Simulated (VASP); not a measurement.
# Ta (Im-3m) in VASP: relaxation of volume and atoms at fixed shape with LDA

Aim: the relaxation of volume and atoms at fixed shape of Ta with LDA.

All numbers are computed with VASP 6.6.1; they aren't measurements. Logs are shortened: lines on timing, memory, paths and dates and some standing lists are left out, and cuts for length are marked.

## Step 1: The cell of the first run

The structure is cubic, space group Im-3m (No. 229). The conventional cell has a = 3.303 Å, b = 3.303 Å, c = 3.303 Å, α = 90.00°, β = 90.00°, γ = 90.00°. Ta (site symmetry m-3m) has 14 Ta at 2.86 to 3.30 Å within 3.8 Å.

## Step 2: Relaxation of volume and atoms at fixed shape, LDA

The input, INCAR:

```
SYSTEM = Ta
PREC = Accurate
ENCUT = 500
EDIFF = 1E-7
ISMEAR = -1
SIGMA = 0.1
LREAL = .FALSE.
LASPH = .TRUE.
NELM = 120
ALGO = Normal
ISIF = 8
LWAVE = .FALSE.
LCHARG = .FALSE.
GGA = CA
IBRION = 2
NSW = 80
EDIFFG = -0.03
GGA_COMPAT = .FALSE.
NELMIN = 4
```

The input, KPOINTS:

```
Automatic mesh
0
G
  10 10 10
  0 0 0
```

The input, POSCAR:

```
Ta
1.0
   -1.6512800000      1.6512800000      1.6512800000
    1.6512800000     -1.6512800000      1.6512800000
    1.6512800000      1.6512800000     -1.6512800000
Ta
1
Direct
    0.0000000000      0.0000000000      0.0000000000
```

Potentials or basis: VASP PAW LDA potentials, release 64 (Ta_sv_GW).

Command:

```
cat potpaw_LDA.64/Ta_sv_GW/POTCAR > POTCAR
mpirun -np 1 vasp_std > vasp.out
```

OUTCAR:

```text
SYSTEM = Ta
   PREC = Accurate
   ENCUT = 500
   EDIFF = 1E-7
   ISMEAR = -1
   LREAL = .FALSE.
   LASPH = .TRUE.
   NELM = 120
   ISIF = 8
   GGA = CA
   IBRION = 2
   NSW = 80
   EDIFFG = -0.03
   NELMIN = 4

 ion  position               nearest neighbor table
   1  0.000  0.000  0.000-

  LATTYP: Found a body centered cubic cell.
 ALAT       =     3.3025600000

  Lattice vectors:

 A1 = (  -1.6512800000,   1.6512800000,   1.6512800000)
 A2 = (   1.6512800000,  -1.6512800000,   1.6512800000)
 A3 = (   1.6512800000,   1.6512800000,  -1.6512800000)

Analysis of symmetry for initial positions (statically):
=====================================================================
 Subroutine PRICEL returns:
 Original cell was already a primitive cell.

 Routine SETGRP: Setting up the symmetry group for a
 body centered cubic supercell.

 Subroutine GETGRP returns: Found 48 space group operations
 (whereof 48 operations were pure point group operations)
 out of a pool of 48 trial point group operations.

The static configuration has the point symmetry O_h .

Analysis of symmetry for dynamics (positions and initial velocities):
=====================================================================
 Subroutine PRICEL returns:
 Original cell was already a primitive cell.

 Routine SETGRP: Setting up the symmetry group for a
 body centered cubic supercell.

 Subroutine GETGRP returns: Found 48 space group operations
 (whereof 48 operations were pure point group operations)
 out of a pool of 48 trial point group operations.

The dynamic configuration has the point symmetry O_h .

 Subroutine INISYM returns: Found 48 space group operations
 (whereof 48 operations are pure point group operations),
 and found     1 'primitive' translations

----------------------------------------------------------------------------------------

                                     Primitive cell

  volume of cell :      18.0104

  direct lattice vectors                    reciprocal lattice vectors
    -1.651280000  1.651280000  1.651280000     0.000000000  0.302795407  0.302795407
     1.651280000 -1.651280000  1.651280000     0.302795407  0.000000000  0.302795407
     1.651280000  1.651280000 -1.651280000     0.302795407  0.302795407  0.000000000
[... 96 lines left out ...]
   EFERMI =   0.00;   METHOD = LEGACY
   ISMEAR =    -1;   SIGMA  =   0.10  broadening in eV -4-tet -1-fermi 0-gaus
   EFERMI_NEDOS =   21; number of points for ismear=-14 and -15
   IALGO  =     38    algorithm
   IMIX   =      4    mixing-type and parameters
     AMIX     =   0.40;   BMIX     =  1.00
     AMIX_MAG =   1.60;   BMIX_MAG =  1.00
  volume/ion in A,a.u.               =      18.01       121.54
  Fermi-wavevector in a.u.,A,eV,Ry     =   1.468527  2.775113 29.341932  2.156571
  Thomas-Fermi vector in A             =   2.584014
   LORBIT       =      0    0 simple, 1 ext, 2 COOP (PROOUT), +10 PAW based schemes
   GGA     = CA    functional components
   LHFCALC =     F    Hartree Fock is set to
   AEXX    =    0.0000 exact exchange contribution
   IVDW    =     0    specifies the selected vdW correction
   LEPSILON=     F    determine dielectric tensor
   LRPA    =     F    only Hartree local field effects (RPA)
 conjugate gradient relaxation of ions
 non-spin polarized calculation
  energy-cutoff  :      500.00
  volume of cell :       18.01
 maximum number of plane-waves:       470
 NGX is ok and might be reduce to    24
   NGX = 11   NGY = 11   NGZ = 11

--------------------------------------- Ionic step        1  -------------------------------------------

 number of electron      12.9999998 magnetization

 Free energy of the ion-electron system (eV)
  ---------------------------------------------------
  ext. energy  EPLUGINS =         0.00000000
  ---------------------------------------------------
  free energy    TOTEN  =       -15.30703675 eV

  energy without entropy =      -15.25942809  energy(sigma->0) =      -15.28323242

------------------------ aborting loop because EDIFF is reached ----------------------------------------

  FORCE on cell =-STRESS in cart. coord.  units (eV):
  Direction    XX          YY          ZZ          XY          YZ          ZX
  --------------------------------------------------------------------------------------
  -------------------------------------------------------------------------------------
  Total       -0.9291376     -0.9291376     -0.9291376      0.0000000      0.0000000     -0.0000000
  in kB      -82.6548770    -82.6548770    -82.6548770      0.0000000      0.0000000     -0.0000000
  external PRESSURE =     -82.6548770 kB  Pullay stress =       0.0000000 kB
[... 92 lines left out ...]
--------------------------------------- Ionic step        4  -------------------------------------------

 number of electron      13.0000000 magnetization

 Free energy of the ion-electron system (eV)
  ---------------------------------------------------
  ext. energy  EPLUGINS =         0.00000000
  ---------------------------------------------------
  free energy    TOTEN  =       -15.32560378 eV

  energy without entropy =      -15.27571905  energy(sigma->0) =      -15.30066141

 E-fermi :  10.7407     XC(G=0): -13.4896

 val. band max:       10.7250773198   @ k =   0.1000   0.1000   0.0000
 cond. band min:      10.7864944631   @ k =  -0.2000   0.3000   0.1000
 fundamental gap:      0.0614171432
 Fermi energy:        10.7407458894

 k-point     1 :       0.0000    0.0000    0.0000
  band No.  band energies     occupation
      1     -55.9826      2.00000
      2     -22.0387      2.00000
      3     -22.0387      2.00000
      4     -22.0387      2.00000
      5       2.7533      2.00000
      6      11.3871      0.00311
      7      11.3871      0.00311
      8      11.3871      0.00311
      9      14.7868      0.00000
     10      14.7868      0.00000
[... 287 lines left out ...]
 k-point    24 :      -0.3000    0.3000    0.1000
  band No.  band energies     occupation
      1     -55.8792      2.00000
      2     -22.9346      2.00000
      3     -22.3754      2.00000
      4     -22.1479      2.00000
      5       6.1178      2.00000
      6      10.1453      1.99482
      7      10.3265      1.96873
      8      13.3175      0.00000
      9      15.0593      0.00000
     10      15.8282      0.00000

 [... further k-points ...]

------------------------ aborting loop because EDIFF is reached ----------------------------------------

  FORCE on cell =-STRESS in cart. coord.  units (eV):
  Direction    XX          YY          ZZ          XY          YZ          ZX
  --------------------------------------------------------------------------------------
  -------------------------------------------------------------------------------------
  Total       -0.0006749     -0.0006749     -0.0006749     -0.0000000     -0.0000000     -0.0000000
  in kB       -0.0624585     -0.0624585     -0.0624585     -0.0000000     -0.0000000     -0.0000000
  external PRESSURE =      -0.0624585 kB  Pullay stress =       0.0000000 kB
[... 16 lines left out ...]
  FREE ENERGIE OF THE ION-ELECTRON SYSTEM (eV)
  ---------------------------------------------------
  free  energy   TOTEN  =       -15.3256037789 eV

  energy  without entropy=      -15.2757190486  energy(sigma->0) =      -15.30066141

 reached required accuracy - stopping structural energy minimisation
```

Wall time 29 s (1 thread of AMD EPYC 7R13 (Zen 3), shared host); peak memory 0.12 GiB.

What came out:

```yaml
Free_energy: -15.3256 eV
Relaxed_volume: 17.31 Å³/atom
Relaxed_cell: a = 2.823 Å, b = 2.823 Å, c = 2.823 Å, α = 109.47°, β = 109.47°, γ = 109.47°
Space_group_after_relaxing_to_0.1_Å: Im-3m (No. 229)
Energy_gained_by_relaxing: 18.6 meV/atom
Ionic_steps: 4
Pressure_after_relaxing: 0.0 GPa
Band_gap_on_the_k_mesh: zero (an odd number of electrons rules out a gap without spin polarisation)
```

Step by step:
| step | energy change (eV) | largest force (eV/Å) | pressure (GPa) | volume (Å³) |
| --- | --- | --- | --- | --- |
| 1 | 0.0000 | 0.0000 | -8.27 | 18.01 |
| 2 | 0.1016 | 0.0000 | 25.42 | 15.70 |
| 3 | -0.0185 | 0.0000 | -0.37 | 17.34 |
| 4 | -0.0186 | 0.0000 | -0.01 | 17.31 |

Final structure:
```yaml
crystal:
  lattice:
    - [-1.62966, 1.62966, 1.62966]
    - [1.62966, -1.62966, 1.62966]
    - [1.62966, 1.62966, -1.62966]
  atoms:
    - { symbol: Ta, position: [0.00000, 0.00000, 0.00000] }
```

Caveat: spin-orbit coupling is left out, which moves the levels of the heavy elements.

The gap in the log of VASP goes by the Fermi energy; the results here count the filled bands.